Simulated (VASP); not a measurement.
# PbS (P-6m2) in VASP: further runs, part 2 of 3

VASP 6.6.1. Earlier steps stand in the parts before.

**3. Single point, PBE+D3(BJ)**

This run uses another cell than the first one, of 26.24 Å³/atom, 1.031 times its volume.

The input, INCAR:

```
SYSTEM = PbS
PREC     = Accurate       ! precision mode
ENCUT    = 520            ! plane-wave cutoff, eV
EDIFF    = 1E-6           ! SCF threshold, eV
ISMEAR   = 0              ! smearing method
SIGMA    = 0.1            ! smearing width, eV
LREAL    = .FALSE.        ! projectors in reciprocal space
LASPH    = .TRUE.         ! aspherical terms in the spheres
NELM     = 80             ! most SCF steps
ALGO     = Normal         ! electronic algorithm
ISIF     = 2              ! what is computed and relaxed
LWAVE    = .FALSE.        ! write WAVECAR
LCHARG   = .FALSE.        ! write CHGCAR
GGA      = PE             ! functional
IVDW     = 12             ! dispersion correction
NBANDS   = 17             ! bands
```

The input, KPOINTS:

```
Automatic mesh
0
G
  12 12 12
  0 0 0
```

The input, POSCAR:

```
PbS
1.0
    4.0089648121      0.0000000000      0.0000000000
   -2.0044824060      3.4718653702      0.0000000000
    0.0000000000      0.0000000000      3.7700367142
Pb S
1 1
Direct
    0.0000000000      0.0000000000      0.0000000000
    0.6666666667      0.3333333333      0.5000000000
```

Potentials or basis: VASP PAW PBE potentials, release 64 (Pb_d, S).

Run with:

```sh
$ cat potpaw_PBE.64/Pb_d/POTCAR potpaw_PBE.64/S/POTCAR > POTCAR
$ mpirun -np 1 vasp_std > vasp.out
```

It took 56 s on 1 thread of AMD EPYC 9R14 (Zen 4), shared host; peak memory 0.22 GiB.

The run converged. Its results:

| Item | Value |
| --- | --- |
| Free energy | -9.1988 eV |
| Pressure | -0.1 GPa |
| Band gap on the k mesh | zero (band 10 reaches 5.87 eV, above the bottom of band 11 at 5.17 eV) |
| Dispersion energy per atom | -0.345 eV |

Levels at points of the mesh, in eV from the Fermi level:
```tsv
k point	band 7	band 8	band 9	band 10	band 11	band 12	band 13	band 14
(0.00, 0.00, 0.00)	-6.23	-2.30	-1.61	-1.61	3.72	3.72	5.27	6.86
(0.50, 0.00, 0.00)	-8.45	-2.69	-1.73	-1.22	2.02	4.02	5.43	5.60
(0.00, 0.00, 0.50)	-9.10	-1.04	-1.04	0.29	1.16	4.18	4.18	8.39
(0.50, 0.00, 0.50)	-7.32	-4.19	-4.14	-1.39	2.27	2.94	2.99	8.62
```

Caveat: spin-orbit coupling is left out, which moves the levels of the heavy elements; pairwise dispersion overbinds metals, which lowers pressure and volume.

**4. Single point, PBE+D3(BJ)**

This run uses another cell than the first one, of 26.24 Å³/atom, 1.031 times its volume.

The input, INCAR:

```
  PREC = Accurate
  ENCUT = 520
  EDIFF = 1E-6
  ISMEAR = 0
  SIGMA = 0.1
  LREAL = F
  LASPH = T
  NELM = 80
  ALGO = Normal
  ISIF = 2
  LWAVE = F
  LCHARG = F
  GGA = PE
  IVDW = 12
  NBANDS = 17
```

The input, KPOINTS:

```
Automatic mesh
0
Gamma
  12 12 12
```

POSCAR is that of step 3.

Potentials or basis: VASP PAW PBE potentials, release 64 (Pb_d, S).

Run with:

```sh
$ cat potpaw_PBE.64/Pb_d/POTCAR potpaw_PBE.64/S/POTCAR > POTCAR
$ mpirun -np 1 vasp_std > vasp.out
```

OUTCAR:

```text
PREC = Accurate
   ENCUT = 520
   EDIFF = 1E-6
   ISMEAR = 0
   LREAL = F
   LASPH = T
   NELM = 80
   ISIF = 2
   GGA = PE
   IVDW = 12
 IVDW          = 12

 ion  position               nearest neighbor table
   1  0.000  0.000  0.000-   2 2.99   2 2.99   2 2.99   2 2.99   2 2.99   2 2.99
   2  0.667  0.333  0.500-   1 2.99   1 2.99   1 2.99   1 2.99   1 2.99   1 2.99

  LATTYP: Found a hexagonal cell.
 ALAT       =     4.0089648121
 C/A-ratio  =     0.9404015478

  Lattice vectors:

 A1 = (   4.0089648121,   0.0000000000,   0.0000000000)
 A2 = (  -2.0044824060,   3.4718653702,   0.0000000000)
 A3 = (   0.0000000000,   0.0000000000,   3.7700367142)

Analysis of symmetry for initial positions (statically):
=====================================================================
 Subroutine PRICEL returns:
 Original cell was already a primitive cell.

 Routine SETGRP: Setting up the symmetry group for a
 hexagonal supercell.

 Subroutine GETGRP returns: Found 12 space group operations
 (whereof 12 operations were pure point group operations)
 out of a pool of 24 trial point group operations.

The static configuration has the point symmetry D_3h.
[... 161 lines left out ...]

 E-fermi :   5.5545     XC(G=0):  -9.6541

 val. band max:        5.5424159362   @ k =   0.3333   0.3333   0.4167
 cond. band min:       5.5892325063   @ k =   0.3333   0.2500   0.0000
 fundamental gap:      0.0468165701
 Fermi energy:         5.5545327570

 k-point     1 :       0.0000    0.0000    0.0000
  band No.  band energies     occupation
      1     -11.2273      2.00000
      2     -11.2078      2.00000
      3     -11.2078      2.00000
      4     -11.0943      2.00000
      5     -11.0943      2.00000
      6      -7.7817      2.00000
[... 457 lines left out ...]
      4     -11.1316      2.00000
      5     -11.1045      2.00000
      6      -6.9236      2.00000
[... 9 lines left out ...]
     16      15.9643      0.00000
     17      16.4635      0.00000

 [... further k-points ...]

------------------------ aborting loop because EDIFF is reached ----------------------------------------

 Edisp (eV)   -0.68979

 E8    (eV) :    -0.3105

  FORCE on cell =-STRESS in cart. coord.  units (eV):
  Direction    XX          YY          ZZ          XY          YZ          ZX
  --------------------------------------------------------------------------------------
  -------------------------------------------------------------------------------------
  Total      -0.02269    -0.02269    -0.02577    -0.00000     0.00000     0.00000
  in kB      -0.69282    -0.69282    -0.78678    -0.00000     0.00000     0.00000
  external pressure =       -0.72 kB  Pullay stress =        0.00 kB

 VOLUME and BASIS-vectors are now :
 -----------------------------------------------------------------------------
  energy-cutoff  :      520.00
  volume of cell :       52.47
      direct lattice vectors                 reciprocal lattice vectors
     4.008964812  0.000000000  0.000000000     0.249440952  0.144014801  0.000000000
    -2.004482406  3.471865370  0.000000000     0.000000000  0.288029602  0.000000000
     0.000000000  0.000000000  3.770036714     0.000000000  0.000000000  0.265249406

 POSITION                                       TOTAL-FORCE (eV/Angst)
 -----------------------------------------------------------------------------------
      0.00000      0.00000      0.00000         0.000000      0.000000      0.000000
      2.00448      1.15729      1.88502        -0.000000     -0.000000      0.000000
 -----------------------------------------------------------------------------------
    total drift:                               -0.000000      0.000000      0.000000

  FREE ENERGIE OF THE ION-ELECTRON SYSTEM (eV)
  ---------------------------------------------------
  free  energy   TOTEN  =        -9.1987653086 eV

  energy  without entropy=       -9.1976563844  energy(sigma->0) =       -9.19821085
```

Wall time 57 s (1 thread of AMD EPYC 9R14 (Zen 4), shared host); peak memory 0.22 GiB.

Results:

```
Free energy                : -9.1988 eV
Pressure                   : -0.1 GPa
Band gap on the k mesh     : zero (band 10 reaches 5.87 eV, above the bottom of band 11 at 5.17 eV)
Dispersion energy per atom : -0.345 eV
```

Caveat: spin-orbit coupling is left out, which moves the levels of the heavy elements; pairwise dispersion overbinds metals, which lowers pressure and volume.

**5. Single point, PBE+D3(BJ) (volume scaled by 1.03, then relaxed in part)**

The input, INCAR:

```
SYSTEM = PbS
PREC     = Accurate       ! precision mode
ENCUT    = 520            ! plane-wave cutoff, eV
EDIFF    = 1E-7           ! SCF threshold, eV
ISMEAR   = 0              ! smearing method
SIGMA    = 0.1            ! smearing width, eV
LREAL    = .FALSE.        ! projectors in reciprocal space
LASPH    = .TRUE.         ! aspherical terms in the spheres
NELM     = 60             ! most SCF steps
ALGO     = Normal         ! electronic algorithm
ISIF     = 2              ! what is computed and relaxed
LWAVE    = .FALSE.        ! write WAVECAR
LCHARG   = .FALSE.        ! write CHGCAR
GGA      = PE             ! functional
IVDW     = 12             ! dispersion correction
NBANDS   = 17             ! bands
```

The input, KPOINTS:

```
regular mesh
0
G
  12 12 12
  0 0 0
```

The input, POSCAR:

```
PbS
1.0
    4.0604739769      0.0000000000      0.0000000000
   -2.0302369885      3.5164736154      0.0000000000
    0.0000000000      0.0000000000      3.7852435661
Pb S
1 1
Direct
    0.0000000000      0.0000000000      0.0000000000
    0.6666666667      0.3333333333      0.5000000000
```

Run with:

```sh
$ cat potpaw_PBE.64/Pb_d/POTCAR potpaw_PBE.64/S/POTCAR > POTCAR
$ mpirun -np 1 vasp_std > vasp.out
```

Run time: 54 s. Hardware: 1 thread of AMD EPYC 9R14 (Zen 4), shared host; peak memory 0.23 GiB.

Results (log left out):

```
Free energy                : -9.1918 eV
Pressure                   : -1.5 GPa
Band gap on the k mesh     : zero (band 10 reaches 5.49 eV, above the bottom of band 11 at 4.96 eV)
Dispersion energy per atom : -0.335 eV
```

Levels at points of the mesh, in eV from the Fermi level:
```
           k point  band 8  band 9  band 10  band 11  band 12  band 13
(0.00, 0.00, 0.00)   -2.13   -1.57    -1.57     3.63     3.63     5.34
(0.50, 0.00, 0.00)   -2.61   -1.70    -1.12     2.02     4.03     5.45
(0.00, 0.00, 0.50)   -1.00   -1.00     0.19     1.07     4.05     4.05
(0.50, 0.00, 0.50)   -4.03   -3.99    -1.33     2.26     2.91     2.95
```

Caveat: the cell differs from its parent crystal (volume scaled by 1.03, then relaxed in part); spin-orbit coupling is left out, which moves the levels of the heavy elements; pairwise dispersion overbinds metals, which lowers pressure and volume.

**6. Single point, PBE+D3(BJ) (volume scaled by 1.06, then relaxed in part)**

The input, INCAR:

```
SYSTEM = PbS
PREC = Accurate
ENCUT = 520
EDIFF = 1E-7
ISMEAR = 0
SIGMA = 0.1
LREAL = .FALSE.
LASPH = .TRUE.
NELM = 60
ALGO = Normal
ISIF = 2
LWAVE = .FALSE.
LCHARG = .FALSE.
GGA = PE
IVDW = 12
NBANDS = 17
```

The input, KPOINTS:

```
Automatic mesh
0
G
  12 12 12
  0 0 0
```

The input, POSCAR:

```
PbS
1.0
    4.1122984357      0.0000000000      0.0000000000
   -2.0561492178      3.5613549133      0.0000000000
    0.0000000000      0.0000000000      3.7979276255
Pb S
1 1
Direct
    0.0000000000      0.0000000000      0.0000000000
    0.6666666667      0.3333333333      0.5000000000
```

Potentials or basis: VASP PAW PBE potentials, release 64 (Pb_d, S).

Run with:

```sh
$ cat potpaw_PBE.64/Pb_d/POTCAR potpaw_PBE.64/S/POTCAR > POTCAR
$ mpirun -np 1 vasp_std > vasp.out
```

Run time: 63 s. Hardware: 1 thread of AMD EPYC 9R14 (Zen 4), shared host; peak memory 0.24 GiB.

The run converged. Its results:

| Quantity | Value |
| --- | --- |
| Free energy | -9.1722 eV |
| Pressure | -2.6 GPa |
| Band gap on the k mesh | zero (band 10 reaches 5.13 eV, above the bottom of band 11 at 4.77 eV) |
| Dispersion energy per atom | -0.325 eV |

Stress tensor (GPa, compression positive):
```
-2.66  0.00  0.00
 0.00 -2.66  0.00
 0.00  0.00 -2.54
```

Levels at points of the mesh, in eV from the Fermi level:
```csv
k point,band 7,band 8,band 9,band 10,band 11,band 12,band 13,band 14
"(0.00, 0.00, 0.00)",-6.40,-2.00,-1.57,-1.57,3.52,3.52,5.40,6.51
"(0.50, 0.00, 0.00)",-8.34,-2.56,-1.69,-1.05,2.00,4.02,5.28,5.52
"(0.00, 0.00, 0.50)",-8.81,-0.99,-0.99,0.06,0.94,3.91,3.91,8.30
"(0.50, 0.00, 0.50)",-7.29,-3.90,-3.87,-1.31,2.22,2.85,2.88,8.28
```

Caveat: the cell differs from its parent crystal (volume scaled by 1.06, then relaxed in part); spin-orbit coupling is left out, which moves the levels of the heavy elements; pairwise dispersion overbinds metals, which lowers pressure and volume.

(Continued in part 3 of 3.)
